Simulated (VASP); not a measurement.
Runs of VASP 6.6.1 on GaN. It takes space group Fm-3m (No. 225, cubic). The conventional cell has a = 4.217 Å, b = 4.217 Å, c = 4.217 Å, α = 90.00°, β = 90.00°, γ = 90.00°. Within 2.8 Å of Ga (site symmetry m-3m) lie 6 N at 2.11 Å. N (site symmetry m-3m) has 6 Ga at 2.11 Å within 2.8 Å. 

```csv
level,k mesh,grid for exact exchange (PRECFOCK),share of exact exchange,screening parameter,gap on the mesh (eV),pressure (GPa)
HSE06,6 × 6 × 6,Normal,0.25,0.2079 1/Å,1.89,-0.5
r2SCAN,6 × 6 × 6,-,-,-,(a),(b)
PBE,10 × 10 × 10,-,-,-,(c),9.1
PBE,6 × 6 × 6,-,-,-,0.62,8.9
PBE0,6 × 6 × 6,Normal,0.25,-,2.62,-0.7
```

Alike in all rows: no spin polarisation; cell a = 2.982 Å, angles 60.0°, 2 atoms; smearing gaussian 0.01 eV.

Problem. Fill in the values left out.

Solution. (a) 1.13; (b) 1.2; (c) 0.66.

Caveats: some runs use coarse meshes; the PAW data sets were made with another functional, which shifts forces and pressure a little (at least some runs); semilocal functionals underestimate gaps, and a narrow one can read as zero (at least some runs); the cell stands under pressure (at least some runs).

A k mesh can miss the band edges, and the runs leave out spin-orbit coupling on Ga.
